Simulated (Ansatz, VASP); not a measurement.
**TiN: VASP beside Ansatz**

```
Ti N
1.0
     0.00000    2.11625    2.11625
     2.11625    0.00000    2.11625
     2.11625    2.11625    0.00000
Ti N
1 1
Direct
  0.00000 0.00000 0.00000
  0.50000 0.50000 0.50000
```

Alike in both runs: functional r2SCAN; k mesh 18 × 18 × 18; occupations gaussian, width 0.1 eV; no spin polarisation.

Ansatz relaxed the structure, and its values are those at the end. VASP's run is a single point on that final structure, the one shown.

|  | VASP | Ansatz |
| --- | --- | --- |
| version | VASP 6.6.1 | Ansatz 0.2.0 |
| potentials or method | VASP PAW PBE potentials, release 64 (Ti_sv, N), cutoff 520 eV | scalar-relativistic, plane waves, PAW |
| valence electrons in the cell | 17 | 17 |

|  | VASP | Ansatz | Ansatz less VASP |
| --- | --- | --- | --- |
| gap on the k mesh at the Fermi level (eV) | none | none | - |
| pressure (GPa) | 1.5 | 0.0 | -1.52 |

VASP's potentials were made for PBE, not for r2SCAN. A gap of «none» marks a metal or a gap that the smearing closes. The functional is the same, so the differences come from potentials, cutoffs and numerics.
